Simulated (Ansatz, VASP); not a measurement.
## Se in VASP and in Ansatz

Contents of INCAR:

```
SYSTEM = Se
PREC = Accurate
ENCUT = 520
EDIFF = 1E-7
ISMEAR = -1
SIGMA = 0.05
LREAL = .FALSE.
LASPH = .TRUE.
NELM = 80
ALGO = Normal
ISIF = 2
LWAVE = .FALSE.
LCHARG = .FALSE.
GGA = CA
NBANDS = 13
```

File KPOINTS:

```
Automatic mesh
0
G
  9 9 9
  0 0 0
```

POSCAR

```
Se
1.0
    0.0000000000      2.9719609764      2.9719609764
    2.9719609764      0.0000000000      2.9719609764
    2.9719609764      2.9719609764      0.0000000000
Se
2
Direct
   -0.1925000000     -0.1025000000     -0.1025000000
    0.1925000000      0.1025000000      0.1025000000
```

Input for Ansatz:

```yaml
crystal:
  lattice:
    - [0.0, 2.9719609764, 2.9719609764]
    - [2.9719609764, 0.0, 2.9719609764]
    - [2.9719609764, 2.9719609764, 0.0]
  atoms:
    - { symbol: Se, position: [-0.1925, -0.1025, -0.1025] }
    - { symbol: Se, position: [0.1925, 0.1025, 0.1025] }
kpoints:
  mp_grid: { grid: [9, 9, 9] }
scf:
  occupations: { method: fermi_dirac, width: 0.05 }
hamiltonian:
  xc: lda
  pseudopotentials: { kind: paw }
output:
  forces: true
  stress: true
  eigenvalues: true
  populations: true
  write_density: true
  write_potential: true
  elf: true
  volumetric_format: npy
```

Change from the starting cell: shortest bond scaled by 0.82, PAW files.

Alike in both runs: task single point; functional LDA; k mesh 9 × 9 × 9; occupations fermi-dirac, width 0.05 eV; no spin polarisation.

```csv
,VASP,Ansatz
version,VASP 6.6.1,Ansatz 0.2.0
potentials or method,"VASP PAW LDA potentials, release 64 (Se)","PAW with Ansatz's default frozen-core files, scalar-relativistic"
plane-wave cutoff (eV),520,420
valence electrons in the cell,12,32
```

|  | VASP | Ansatz | Ansatz less VASP |
| --- | --- | --- | --- |
| pressure (GPa) | 12.4 | 12.0 | -0.38 |
| traceless stress, the component that is largest in VASP (GPa) | -6.04 | -5.77 | +0.269 |
| rms of the force components (eV/Å) | 1.187 | 1.124 | -0.0624 |

LDA's correlation is that of Perdew and Zunger in VASP and of Perdew and Wang (1992) in Ansatz. Atom by atom the forces differ by 0.062 eV/Å (rms over components). VASP's potentials hold 12 valence electrons a cell and Ansatz's 32, so a difference there can come from the potentials and not from the codes.
